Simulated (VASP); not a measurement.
# Cs (P6/mmm) in VASP: single point with PBEsol

Aim: the single point of Cs with PBEsol.

Program: VASP 6.6.1. These are calculated values, not measurements. Logs are shortened: lines on timing, memory, paths and dates and some standing lists are left out, and cuts for length are marked.

### Step 1. The cell of the first run

The structure is hexagonal, space group P6/mmm (No. 191). The conventional cell has a = 4.661 Å, b = 4.661 Å, c = 4.330 Å, α = 90.00°, β = 90.00°, γ = 120.00°. Cs (site symmetry 6/mmm) has 8 Cs at 4.33 to 4.66 Å within 5.7 Å.

### Step 2. Single point, PBEsol

File INCAR:

```
PREC     = Accurate       # precision mode
ENCUT    = 520            # plane-wave cutoff, eV
EDIFF    = 1E-6           # SCF threshold, eV
ISMEAR   = -1             # smearing method
SIGMA    = 0.05           # smearing width, eV
LREAL    = False          # projectors in reciprocal space
LASPH    = True           # aspherical terms in the spheres
NELM     = 60             # most SCF steps
ALGO     = Normal         # electronic algorithm
ISIF     = 2              # what is computed and relaxed
LWAVE    = False          # write WAVECAR
LCHARG   = False          # write CHGCAR
GGA      = PS             # functional
NBANDS   = 10             # bands
```

File KPOINTS:

```
regular mesh
0
Gamma
  10 10 9
```

File POSCAR:

```
Cs
1.0
    4.6605727600      0.0000000000      0.0000000000
   -2.3302863800      4.0361744063      0.0000000000
    0.0000000000      0.0000000000      4.3299455308
Cs
1
Direct
    0.0000000000      0.0000000000      0.0000000000
```

Potentials or basis: VASP PAW PBE potentials, release 64 (Cs_sv).

Started as:

```sh
> cat potpaw_PBE.64/Cs_sv/POTCAR > POTCAR
> mpirun -np 1 vasp_std > vasp.out
```

OUTCAR:

```text
PREC = Accurate
   ENCUT = 520
   EDIFF = 1E-6
   ISMEAR = -1
   LREAL = False
   LASPH = True
   NELM = 60
   ISIF = 2
   GGA = PS

 ion  position               nearest neighbor table
   1  0.000  0.000  0.000-

  LATTYP: Found a hexagonal cell.
 ALAT       =     4.6605727600
 C/A-ratio  =     0.9290586702

  Lattice vectors:

 A1 = (   4.6605727600,   0.0000000000,   0.0000000000)
 A2 = (  -2.3302863800,   4.0361744063,   0.0000000000)
 A3 = (   0.0000000000,   0.0000000000,   4.3299455308)

Analysis of symmetry for initial positions (statically):
=====================================================================
 Subroutine PRICEL returns:
 Original cell was already a primitive cell.

 Routine SETGRP: Setting up the symmetry group for a
 hexagonal supercell.

 Subroutine GETGRP returns: Found 24 space group operations
 (whereof 24 operations were pure point group operations)
 out of a pool of 24 trial point group operations.

The static configuration has the point symmetry D_6h.

Analysis of symmetry for dynamics (positions and initial velocities):
=====================================================================
 Subroutine PRICEL returns:
 Original cell was already a primitive cell.

 Routine SETGRP: Setting up the symmetry group for a
 hexagonal supercell.

 Subroutine GETGRP returns: Found 24 space group operations
 (whereof 24 operations were pure point group operations)
 out of a pool of 24 trial point group operations.

The dynamic configuration has the point symmetry D_6h.

 Subroutine INISYM returns: Found 24 space group operations
 (whereof 24 operations are pure point group operations),
 and found     1 'primitive' translations

----------------------------------------------------------------------------------------

                                     Primitive cell

  volume of cell :      81.4501

  direct lattice vectors                    reciprocal lattice vectors
     4.660572760  0.000000000  0.000000000     0.214565902  0.123879682  0.000000000
    -2.330286380  4.036174406  0.000000000     0.000000000  0.247759363  0.000000000
     0.000000000  0.000000000  4.329945531     0.000000000  0.000000000  0.230949787

  length of vectors
     4.660572760  4.660572760  4.329945531     0.247759363  0.247759363  0.230949787

[... 78 lines left out ...]
   EDIFF  = 0.1E-05   stopping-criterion for ELM
   LREAL  =      F    real-space projection
   EDIFFG = 0.1E-04   stopping-criterion for IOM
   NSW    =      0    number of steps for IOM
   IBRION =     -1    ionic relax: 0-MD 1-quasi-New 2-CG
   NFREE  =      0    steps in history (QN), initial steepest desc. (CG)
   ISIF   =      2    stress and relaxation
   ISYM   =      2    0-nonsym 1-usesym 2-fastsym
   POTIM  = 0.5000    time-step for ionic-motion
   TEBEG  =    0.0;   TEEND  =   0.0 temperature during run
   PSTRESS=    0.0 pullay stress
   NELECT =       9.0000    total number of electrons
   NUPDOWN=      -1.0000    fix difference up-down
   EMIN   =  10.00;   EMAX   =-10.00  energy-range for DOS
   EFERMI =   0.00;   METHOD = LEGACY
   ISMEAR =    -1;   SIGMA  =   0.05  broadening in eV -4-tet -1-fermi 0-gaus
   EFERMI_NEDOS =   21; number of points for ismear=-14 and -15
   IALGO  =     38    algorithm
   IMIX   =      4    mixing-type and parameters
     AMIX     =   0.40;   BMIX     =  1.00
     AMIX_MAG =   1.60;   BMIX_MAG =  1.00
  volume/ion in A,a.u.               =      81.45       549.65
  Fermi-wavevector in a.u.,A,eV,Ry     =   0.785582  1.484536  8.396697  0.617140
  Thomas-Fermi vector in A             =   1.889948
   LORBIT       =      0    0 simple, 1 ext, 2 COOP (PROOUT), +10 PAW based schemes
   GGA     = PS    functional components
   LHFCALC =     F    Hartree Fock is set to
   AEXX    =    0.0000 exact exchange contribution
   IVDW    =     0    specifies the selected vdW correction
   LEPSILON=     F    determine dielectric tensor
   LRPA    =     F    only Hartree local field effects (RPA)
 non-spin polarized calculation
  energy-cutoff  :      520.00
  volume of cell :       81.45
 maximum number of plane-waves:      2218
 NGX is ok and might be reduce to    36
   NGX = 17   NGY = 17   NGZ = 17

 number of electron       8.9999999 magnetization

 Free energy of the ion-electron system (eV)
  ---------------------------------------------------
  ext. energy  EPLUGINS =         0.00000000
  ---------------------------------------------------
  free energy    TOTEN  =        -0.80721689 eV

  energy without entropy =       -0.79242265  energy(sigma->0) =       -0.79981977

 E-fermi :   1.3924     XC(G=0):  -6.4609

 val. band max:        1.3885719142   @ k =   0.4000   0.1000   0.1111
 cond. band min:       1.4181774210   @ k =   0.3000   0.2000   0.0000
 fundamental gap:      0.0296055069
 Fermi energy:         1.3923653036

 k-point     1 :       0.0000    0.0000    0.0000
  band No.  band energies     occupation
      1     -22.4534      2.00000
      2      -9.0398      2.00000
      3      -9.0398      2.00000
      4      -8.9989      2.00000
      5      -0.6286      2.00000
      6       2.6231      0.00000
      7       3.9694      0.00000
      8       3.9694      0.00000
      9       6.8873      0.00000
     10       6.9830      0.00000
[... 287 lines left out ...]
 k-point    24 :       0.4000    0.1000    0.1111
  band No.  band energies     occupation
      1     -22.4144      2.00000
      2      -9.4767      2.00000
      3      -9.1671      2.00000
      4      -9.0153      2.00000
      5       1.3886      1.03792
      6       2.3685      0.00000
      7       3.1212      0.00000
      8       4.7809      0.00000
      9       5.5634      0.00000
     10       6.7363      0.00000

 [... further k-points ...]

------------------------ aborting loop because EDIFF is reached ----------------------------------------

  FORCE on cell =-STRESS in cart. coord.  units (eV):
  Direction    XX          YY          ZZ          XY          YZ          ZX
  --------------------------------------------------------------------------------------
  -------------------------------------------------------------------------------------
  Total        0.5064105      0.5064105      0.5087588      0.0000000     -0.0000000      0.0000000
  in kB        9.9614287      9.9614287     10.0076211      0.0000000     -0.0000000      0.0000000
  external PRESSURE =       9.9768262 kB  Pullay stress =       0.0000000 kB

 VOLUME and BASIS-vectors are now :
 -----------------------------------------------------------------------------
  energy-cutoff  :      520.00
  volume of cell :       81.45
      direct lattice vectors                 reciprocal lattice vectors
     4.660572760  0.000000000  0.000000000     0.214565902  0.123879682  0.000000000
    -2.330286380  4.036174406  0.000000000     0.000000000  0.247759363  0.000000000
     0.000000000  0.000000000  4.329945531     0.000000000  0.000000000  0.230949787

 POSITION                                       TOTAL-FORCE (eV/Angst)
 -----------------------------------------------------------------------------------
      0.00000      0.00000      0.00000         0.000000      0.000000      0.000000
 -----------------------------------------------------------------------------------
    total drift:                               -0.000000     -0.000000      0.000000

  FREE ENERGIE OF THE ION-ELECTRON SYSTEM (eV)
  ---------------------------------------------------
  free  energy   TOTEN  =        -0.8072168946 eV

  energy  without entropy=       -0.7924226537  energy(sigma->0) =       -0.79981977
```

Run time: 14 s. Hardware: 1 thread of AMD EPYC 9R45 (Zen 5), shared host; peak memory 0.18 GiB.

What came out:

| Property | Result |
| --- | --- |
| Free energy | -0.8072 eV |
| Pressure | 1.0 GPa |

Levels at points of the mesh, in eV from the Fermi level:
```
           k point  band 1  band 2  band 3  band 4  band 5  band 6  band 7  band 8  band 9  band 10
(0.00, 0.00, 0.00)  -23.85  -10.43  -10.43  -10.39   -2.02    1.23    2.58    2.58    5.49     5.59
(0.50, 0.00, 0.00)  -23.81  -10.90  -10.54  -10.34   -0.21    1.15    1.46    3.49    5.13     5.65
```

Caveat: the PAW data sets were made with another functional, which shifts forces and pressure a little; spin-orbit coupling is left out, which moves the levels of the heavy elements.
